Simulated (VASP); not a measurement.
# Hf5C3 (P4/mmm) in VASP: further runs

Aim: see how the results for Hf5C3 move with the level of theory and the settings. Levels: PBE, r2SCAN. Tasks: single point, relaxation of cell and atoms.

Everything below comes from runs of VASP 6.6.1. Logs are shortened: lines on timing, memory, paths and dates and some standing lists are left out, and cuts for length are marked.

## (1) The cell of the first run

Symmetry: P4/mmm, No. 123, tetragonal system. Conventional cell: a = 3.083 Å, b = 3.083 Å, c = 14.409 Å, α = 90.00°, β = 90.00°, γ = 90.00°. Within 2.9 Å of Hf (site symmetry 4mm) lie 4 C at 2.22 Å. Within 3.4 Å of Hf (site symmetry 4mm) lie 4 C at 2.54 Å and 6 Hf at 2.62 to 3.26 Å. Hf (site symmetry 4/mmm) has 2 C at 2.23 Å within 2.9 Å. Within 2.9 Å of C (site symmetry 4mm) lie 5 Hf at 2.22 to 2.23 Å. C (site symmetry 4/mmm) has 8 Hf at 2.54 Å and 4 C at 3.08 Å within 3.4 Å.

## (2) Single point, PBE

Contents of INCAR:

```
  PREC = Accurate
  ENCUT = 520
  EDIFF = 1E-6
  ISMEAR = 0
  SIGMA = 0.1
  LREAL = F
  LASPH = T
  NELM = 100
  ALGO = Normal
  ISIF = 2
  LWAVE = F
  LCHARG = F
  GGA = PE
  NBANDS = 41
```

Contents of KPOINTS:

```
regular mesh
0
Gamma
  10 10 4
```

Contents of POSCAR:

```
Hf5C3
1.0
    3.0834960980      0.0000000000      0.0000000000
    0.0000000000      3.0834960980      0.0000000000
    0.0000000000      0.0000000000     14.4089430695
Hf C
5 3
Direct
    0.0000000000      0.0000000000      0.8171183228
    0.0000000000      0.0000000000      0.1828816772
    0.0000000000      0.0000000000      0.4090890889
    0.0000000000      0.0000000000      0.5909109111
    0.5000000000      0.5000000000      0.0000000000
    0.5000000000      0.5000000000      0.1545129539
    0.5000000000      0.5000000000      0.5000000000
    0.5000000000      0.5000000000      0.8454870461
```

Potentials or basis: VASP PAW PBE potentials, release 64 (Hf_pv, C).

Started as:

```
$ cat potpaw_PBE.64/Hf_pv/POTCAR potpaw_PBE.64/C/POTCAR > POTCAR
$ mpirun -np 1 vasp_std > vasp.out
```

OUTCAR:

```text
PREC = Accurate
   ENCUT = 520
   EDIFF = 1E-6
   ISMEAR = 0
   LREAL = F
   LASPH = T
   NELM = 100
   ISIF = 2
   GGA = PE

 ion  position               nearest neighbor table
   1  0.000  0.000  0.817-   8 2.22   8 2.22   8 2.22   8 2.22   4 3.26   5 3.42   5 3.42   5 3.42
                             5 3.42
   2  0.000  0.000  0.183-   6 2.22   6 2.22   6 2.22   6 2.22   3 3.26   5 3.42   5 3.42   5 3.42
                             5 3.42
   3  0.000  0.000  0.409-   7 2.54   7 2.54   7 2.54   7 2.54   4 2.62   2 3.26
   4  0.000  0.000  0.591-   7 2.54   7 2.54   7 2.54   7 2.54   3 2.62   1 3.26
   5  0.500  0.500  0.000-   6 2.23   8 2.23   1 3.42   2 3.42   1 3.42   2 3.42   1 3.42   2 3.42
                             1 3.42   2 3.42
   6  0.500  0.500  0.155-   2 2.22   2 2.22   2 2.22   2 2.22   5 2.23
   7  0.500  0.500  0.500-   3 2.54   4 2.54   3 2.54   4 2.54   3 2.54   4 2.54   3 2.54   4 2.54

   8  0.500  0.500  0.845-   1 2.22   1 2.22   1 2.22   1 2.22   5 2.23

  LATTYP: Found a simple tetragonal cell.
 ALAT       =     3.0834960980
 C/A-ratio  =     4.6729240484

  Lattice vectors:

 A1 = (   3.0834960980,   0.0000000000,   0.0000000000)
 A2 = (   0.0000000000,   3.0834960980,   0.0000000000)
 A3 = (   0.0000000000,   0.0000000000,  14.4089430695)

Analysis of symmetry for initial positions (statically):
=====================================================================
 Subroutine PRICEL returns:
 Original cell was already a primitive cell.

 Routine SETGRP: Setting up the symmetry group for a
 simple tetragonal supercell.

 Subroutine GETGRP returns: Found 16 space group operations
 (whereof 16 operations were pure point group operations)
 out of a pool of 16 trial point group operations.

The static configuration has the point symmetry D_4h.

Analysis of symmetry for dynamics (positions and initial velocities):
=====================================================================
 Subroutine PRICEL returns:
 Original cell was already a primitive cell.

 Routine SETGRP: Setting up the symmetry group for a
 simple tetragonal supercell.

 Subroutine GETGRP returns: Found 16 space group operations
 (whereof 16 operations were pure point group operations)
 out of a pool of 16 trial point group operations.

The dynamic configuration has the point symmetry D_4h.

 Subroutine INISYM returns: Found 16 space group operations
 (whereof 16 operations are pure point group operations),
 and found     1 'primitive' translations

----------------------------------------------------------------------------------------

                                     Primitive cell

  volume of cell :     136.9995

  direct lattice vectors                    reciprocal lattice vectors
     3.083496098  0.000000000  0.000000000     0.324307205  0.000000000  0.000000000
     0.000000000  3.083496098  0.000000000     0.000000000  0.324307205  0.000000000
     0.000000000  0.000000000 14.408943069     0.000000000  0.000000000  0.069401343

  length of vectors
     3.083496098  3.083496098 14.408943069     0.324307205  0.324307205  0.069401343

  position of ions in fractional coordinates (direct lattice)
     0.000000000  0.000000000  0.817118323
     0.000000000  0.000000000  0.182881677
     0.000000000  0.000000000  0.409089089
     0.000000000  0.000000000  0.590910911
     0.500000000  0.500000000  0.000000000
     0.500000000  0.500000000  0.154512954
     0.500000000  0.500000000  0.500000000
     0.500000000  0.500000000  0.845487046

  ion indices of the primitive-cell ions
   primitive index   ion index
                 1           1
                 2           2
                 3           3
                 4           4
                 5           5
                 6           6
                 7           7
                 8           8

----------------------------------------------------------------------------------------

 KPOINTS: regular mesh

Automatic generation of k-mesh.
 Grid dimensions read from file:
 generate k-points for:   10   10    4

 Generating k-lattice:

  Cartesian coordinates                     Fractional coordinates (reciprocal lattice)
     0.032430720  0.000000000  0.000000000     0.100000000  0.000000000  0.000000000
     0.000000000  0.032430720  0.000000000     0.000000000  0.100000000  0.000000000
     0.000000000  0.000000000  0.017350336     0.000000000  0.000000000  0.250000000

  Length of vectors
     0.032430720  0.032430720  0.017350336

  Shift w.r.t. Gamma in fractional coordinates (k-lattice)
     0.000000000  0.000000000  0.000000000

 Subroutine IBZKPT returns following result:
 ===========================================

 Found     63 irreducible k-points:

 Following reciprocal coordinates:
            Coordinates               Weight
  0.000000  0.000000  0.000000      1.000000
  0.100000  0.000000  0.000000      4.000000
  0.200000  0.000000  0.000000      4.000000
  0.300000  0.000000  0.000000      4.000000
  0.400000  0.000000  0.000000      4.000000
  0.500000  0.000000  0.000000      2.000000
[... 16 lines left out ...]
  0.100000  0.000000  0.250000      8.000000
  0.200000  0.000000  0.250000      8.000000
 [... further k-points ...]
   k-points           NKPTS =     63   k-points in BZ     NKDIM =     63   number of bands    NBANDS=     41
   number of dos      NEDOS =    301   number of ions     NIONS =      8
   total plane-waves  NPLWV =  62208
   dimension x,y,z NGX =    24 NGY =   24 NGZ =  108
   dimension x,y,z NGXF=    48 NGYF=   48 NGZF=  216
   ions per type =               5   3
   NGX,Y,Z   is equivalent  to a cutoff of  12.94, 12.94, 12.46 a.u.
   NGXF,Y,Z  is equivalent  to a cutoff of  25.88, 25.88, 24.92 a.u.
 SYSTEM =  unknown system
   PREC   = accura    normal or accurate (medium, high low for compatibility)
   ISTART =      0    job   : 0-new  1-cont  2-samecut
   ICHARG =      2    charge: 1-file 2-atom 10-const
   ISPIN  =      1    spin polarized calculation?
   LNONCOLLINEAR =      F non collinear calculations
   LSORBIT =      F    spin-orbit coupling
   LASPH  =      T    aspherical Exc in radial PAW
   ENCUT  =  520.0 eV  38.22 Ry    6.18 a.u.   5.73  5.73 26.79*2*pi/ulx,y,z
   NELM   =    100;   NELMIN=  2; NELMDL= -5     # of ELM steps
   EDIFF  = 0.1E-05   stopping-criterion for ELM
   LREAL  =      F    real-space projection
   EDIFFG = 0.1E-04   stopping-criterion for IOM
   NSW    =      0    number of steps for IOM
   IBRION =     -1    ionic relax: 0-MD 1-quasi-New 2-CG
   NFREE  =      0    steps in history (QN), initial steepest desc. (CG)
   ISIF   =      2    stress and relaxation
   ISYM   =      2    0-nonsym 1-usesym 2-fastsym
   POTIM  = 0.5000    time-step for ionic-motion
   TEBEG  =    0.0;   TEEND  =   0.0 temperature during run
   PSTRESS=    0.0 pullay stress
   NELECT =      62.0000    total number of electrons
   NUPDOWN=      -1.0000    fix difference up-down
   EMIN   =  10.00;   EMAX   =-10.00  energy-range for DOS
   EFERMI =   0.00;   METHOD = LEGACY
   ISMEAR =     0;   SIGMA  =   0.10  broadening in eV -4-tet -1-fermi 0-gaus
   EFERMI_NEDOS =   21; number of points for ismear=-14 and -15
   IALGO  =     38    algorithm
   IMIX   =      4    mixing-type and parameters
     AMIX     =   0.40;   BMIX     =  1.00
     AMIX_MAG =   1.60;   BMIX_MAG =  1.00
  volume/ion in A,a.u.               =      17.12       115.56
  Fermi-wavevector in a.u.,A,eV,Ry     =   1.256895  2.375188 21.494289  1.579786
  Thomas-Fermi vector in A             =   2.390581
   LORBIT       =      0    0 simple, 1 ext, 2 COOP (PROOUT), +10 PAW based schemes
   GGA     = PE    functional components
   LHFCALC =     F    Hartree Fock is set to
   AEXX    =    0.0000 exact exchange contribution
   IVDW    =     0    specifies the selected vdW correction
   LEPSILON=     F    determine dielectric tensor
   LRPA    =     F    only Hartree local field effects (RPA)
 non-spin polarized calculation
 Gauss-broadening in eV      SIGMA  =   0.10
  energy-cutoff  :      520.00
  volume of cell :      137.00
 maximum number of plane-waves:      3724
 NGX is ok and might be reduce to    24
   NGX = 11   NGY = 11   NGZ = 53

 number of electron      62.0000006 magnetization

 Free energy of the ion-electron system (eV)
  ---------------------------------------------------
  ext. energy  EPLUGINS =         0.00000000
  ---------------------------------------------------
  free energy    TOTEN  =       -76.22506946 eV

  energy without entropy =      -76.19835230  energy(sigma->0) =      -76.21171088

 E-fermi :   4.7172     XC(G=0): -11.1369

 val. band max:        4.7084128186   @ k =   0.3000   0.0000   0.5000
 cond. band min:       4.7287763428   @ k =   0.4000   0.2000   0.2500
 fundamental gap:      0.0203635241
 Fermi energy:         4.7171612595

 k-point     1 :       0.0000    0.0000    0.0000
  band No.  band energies     occupation
      1     -26.6202      2.00000
      2     -25.8720      2.00000
      3     -25.8720      2.00000
      4     -25.8279      2.00000
      5     -25.7440      2.00000
      6     -25.7440      2.00000
[... 33 lines left out ...]
     40       8.8476      0.00000
     41       8.9858      0.00000

 k-point     2 :       0.1000    0.0000    0.0000
  band No.  band energies     occupation
      1     -26.6126      2.00000
      2     -25.9302      2.00000
      3     -25.8668      2.00000
      4     -25.8168      2.00000
      5     -25.7975      2.00000
      6     -25.7394      2.00000
[... 33 lines left out ...]
     40       8.3687      0.00000
     41       8.4281      0.00000

 k-point     3 :       0.2000    0.0000    0.0000
  band No.  band energies     occupation
      1     -26.5925      2.00000
      2     -26.0796      2.00000
      3     -25.9353      2.00000
      4     -25.8531      2.00000
      5     -25.7904      2.00000
      6     -25.7449      2.00000
[... 875 lines left out ...]
      2     -25.9302      2.00000
      3     -25.8668      2.00000
      4     -25.8127      2.00000
      5     -25.7975      2.00000
      6     -25.7394      2.00000
[... 33 lines left out ...]
     40       8.3880      0.00000
     41       8.6950      0.00000

 k-point    24 :       0.2000    0.0000    0.2500
  band No.  band energies     occupation
      1     -26.5926      2.00000
      2     -26.0796      2.00000
      3     -25.9353      2.00000
      4     -25.8531      2.00000
      5     -25.7871      2.00000
      6     -25.7461      2.00000
[... 33 lines left out ...]
     40       8.0692      0.00000
     41       8.1049      0.00000

 [... further k-points ...]

------------------------ aborting loop because EDIFF is reached ----------------------------------------

  FORCE on cell =-STRESS in cart. coord.  units (eV):
  Direction    XX          YY          ZZ          XY          YZ          ZX
  --------------------------------------------------------------------------------------
  -------------------------------------------------------------------------------------
  Total       -0.4463338     -0.4463338     -0.5067053      0.0000000     -0.0000000      0.0000000
  in kB       -5.2197704     -5.2197704     -5.9258014      0.0000000     -0.0000000      0.0000000
  external PRESSURE =      -5.4551141 kB  Pullay stress =       0.0000000 kB

 VOLUME and BASIS-vectors are now :
 -----------------------------------------------------------------------------
  energy-cutoff  :      520.00
  volume of cell :      137.00
      direct lattice vectors                 reciprocal lattice vectors
     3.083496098  0.000000000  0.000000000     0.324307205  0.000000000  0.000000000
     0.000000000  3.083496098  0.000000000     0.000000000  0.324307205  0.000000000
     0.000000000  0.000000000 14.408943069     0.000000000  0.000000000  0.069401343

 POSITION                                       TOTAL-FORCE (eV/Angst)
 -----------------------------------------------------------------------------------
      0.00000      0.00000     11.77381        -0.000000      0.000000      0.012973
      0.00000      0.00000      2.63513        -0.000000      0.000000     -0.012973
      0.00000      0.00000      5.89454        -0.000000      0.000000      0.144668
      0.00000      0.00000      8.51440         0.000000      0.000000     -0.144668
      1.54175      1.54175      0.00000        -0.000000      0.000000     -0.000000
      1.54175      1.54175      2.22637         0.000000      0.000000     -0.022949
      1.54175      1.54175      7.20447        -0.000000      0.000000     -0.000000
      1.54175      1.54175     12.18257        -0.000000      0.000000      0.022949
 -----------------------------------------------------------------------------------
    total drift:                                0.000000     -0.000000      0.000000

  FREE ENERGIE OF THE ION-ELECTRON SYSTEM (eV)
  ---------------------------------------------------
  free  energy   TOTEN  =       -76.2250694630 eV

  energy  without entropy=      -76.1983522953  energy(sigma->0) =      -76.21171088
```

Wall time 15 min (1 thread of Oxide Virtual Turin-like, shared host); peak memory 0.38 GiB.

Results:

| Property | Result |
| --- | --- |
| Free energy | -76.2251 eV |
| Pressure | -0.5 GPa |
| Largest force | 0.145 eV/Å |
| Band gap on the k mesh | zero (band 31 reaches 5.42 eV, above the bottom of band 32 at 4.25 eV) |

Forces on the atoms (eV/Å):
```
Hf   0.000  0.000  0.013
Hf   0.000  0.000 -0.013
Hf   0.000  0.000  0.145
Hf   0.000  0.000 -0.145
Hf   0.000  0.000  0.000
C    0.000  0.000 -0.023
C    0.000  0.000  0.000
C    0.000  0.000  0.023
```

Caveat: spin-orbit coupling is left out, which moves the levels of the heavy elements.

[end of part 1 of 2]
